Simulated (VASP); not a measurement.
C: relaxation of shape and atoms at fixed volume with PBE+D3(BJ)

Crystal: C.

```
CELL_PARAMETERS angstrom
1.22426 0.70682 3.32690
-1.22426 0.70682 3.32690
0.00000 -1.41365 3.32690
ATOMIC_POSITIONS crystal
C 0.16658 0.16658 0.16658
C 0.83342 0.83342 0.83342
```

This cell differs from its parent crystal: volume scaled by 0.98.

```
Program                : VASP 6.6.1
Task                   : relaxation of shape and atoms at fixed volume
Functional             : PBE
Dispersion             : D3(BJ)
Potentials or basis    : VASP PAW PBE potentials, release 64 (C)
Cutoff                 : 600 eV
k mesh                 : 12 × 12 × 12
Occupations            : gaussian, width 0.01 eV
Spin                   : no spin polarisation
Dipole correction      : no
Further INCAR settings : ALGO = Normal; EDIFF = 1e-07; IBRION = 2; EDIFFG = -0.001; NSW = 80; ISIF = 4
```

* Energy gained by relaxing: 3.3 meV/atom
* Ionic steps: 7
* Pressure after relaxing: 0.5 GPa
* Band gap on the k mesh: 0.74 eV, direct
* Dispersion energy per atom: -0.160 eV

Step by step:
| step | energy change (eV) | largest force (eV/Å) | pressure (GPa) | volume (Å³) |
| --- | --- | --- | --- | --- |
| 1 | 0.0000 | 0.0011 | 6.26 | 17.27 |
| 2 | -0.0061 | 0.0048 | -1.07 | 17.27 |
| 3 | -0.0066 | 0.0039 | 0.50 | 17.27 |
| 4 | -0.0066 | 0.0040 | 0.39 | 17.27 |
| 5 | -0.0066 | 0.0022 | 0.52 | 17.27 |
| 6 | -0.0066 | 0.0011 | 0.50 | 17.27 |
| 7 | -0.0066 | 0.0009 | 0.49 | 17.27 |

Final structure:
```
C
1.0
     1.23221    0.71142    3.28406
    -1.23221    0.71142    3.28406
     0.00000   -1.42284    3.28406
C
2
Direct
  0.16657 0.16657 0.16657
  0.83343 0.83343 0.83343
```

Levels at points of the mesh, in eV from the valence-band top:
| k point | band 2 | band 3 | band 4 | band 5 | band 6 | band 7 |
| --- | --- | --- | --- | --- | --- | --- |
| (0.00, 0.00, 0.00) | -6.06 | -2.63 | -2.63 | 4.84 | 8.75 | 8.75 |
| (0.50, 0.00, 0.00) | -12.90 | -5.99 | -1.57 | 2.41 | 8.01 | 12.39 |
| (0.50, 0.50, 0.00) | -12.80 | -6.06 | -2.39 | 1.66 | 7.55 | 13.80 |
| (0.50, 0.50, 0.50) | -8.25 | -2.65 | -2.65 | 8.69 | 8.69 | 11.47 |

It took 3.4 min on 1 thread of Intel(R) Xeon(R) Platinum 8259CL CPU @ 2.50GHz (Skylake/Cascade Lake) (shared host), peak memory 0.18 GiB.

Caveat: the cell differs from its parent crystal (volume scaled by 0.98). A k mesh can miss the band edges.
